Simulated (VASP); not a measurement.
**TaC: single point with PBE**

TaC:

```xyz
2
Lattice="0.0000 2.0637 2.0637 2.0637 0.0000 2.0637 2.0637 2.0637 0.0000" Properties=species:S:1:pos:R:3 pbc="T T T"
Ta    0.0000    0.0000    0.0000
C     2.0637    2.0637    2.0637
```

This cell differs from its parent crystal: volume scaled by 0.8.

```
Program                : VASP 6.6.1
Task                   : single point
Functional             : PBE
Potentials or basis    : VASP PAW PBE potentials, release 64 (Ta_pv, C)
Cutoff                 : 600 eV
k mesh                 : 14 × 14 × 14
Occupations            : fermi-dirac, width 0.05 eV
Spin                   : no spin polarisation
Dipole correction      : no
Further INCAR settings : ALGO = Normal; EDIFF = 1e-06; NBANDS = 14
```

The pressure is 132.6 GPa.

Levels at points of the mesh, in eV from the Fermi level:
```tsv
k point	band 5	band 6	band 7	band 8	band 9	band 10	band 11	band 12
(0.00, 0.00, 0.00)	-1.92	-1.92	-1.92	-0.70	-0.70	-0.70	0.85	0.85
(0.50, 0.00, 0.00)	-10.20	-6.97	-6.97	3.71	3.71	5.04	6.16	13.08
(0.50, 0.50, 0.00)	-6.16	-4.49	-1.76	-1.76	3.58	5.68	5.68	9.92
```

Wall time 26 s on 1 thread of Intel(R) Xeon(R) Platinum 8259CL CPU @ 2.50GHz (Skylake/Cascade Lake), with other jobs on the host, peak memory 0.16 GiB.

Caveat: spin-orbit coupling is left out, which moves the levels of the heavy elements.
